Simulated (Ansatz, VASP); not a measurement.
**Ti: VASP beside Ansatz**

```
CELL_PARAMETERS angstrom
4.68379 0.00000 0.00000
-2.34190 4.05628 0.00000
0.00000 0.00000 4.74824
ATOMIC_POSITIONS crystal
Ti 0.33333 0.66667 0.49998
Ti 0.66667 0.33333 0.99998
Ti 0.66667 0.33333 0.50002
Ti 0.33333 0.66667 0.00002
```

Alike in both runs: functional PBEsol; k mesh 6 × 6 × 4; occupations gaussian, width 0.1 eV; no spin polarisation.

Ansatz relaxed the structure, and its values are those at the end. VASP's run is a single point on that final structure, the one shown.

|  | VASP | Ansatz |
| --- | --- | --- |
| version | VASP 6.6.1 | Ansatz 0.2.0 |
| potentials or method | VASP PAW PBE potentials, release 64 (Ti_sv), cutoff 520 eV | scalar-relativistic, plane waves, PAW |
| valence electrons in the cell | 48 | 48 |

```csv
,VASP,Ansatz,Ansatz less VASP
gap on the k mesh at the Fermi level (eV),none,none,-
pressure (GPa),0.0,0.0,+0.09
```

VASP's potentials were made for PBE, not for PBEsol. A gap of «none» marks a metal or a gap that the smearing closes.
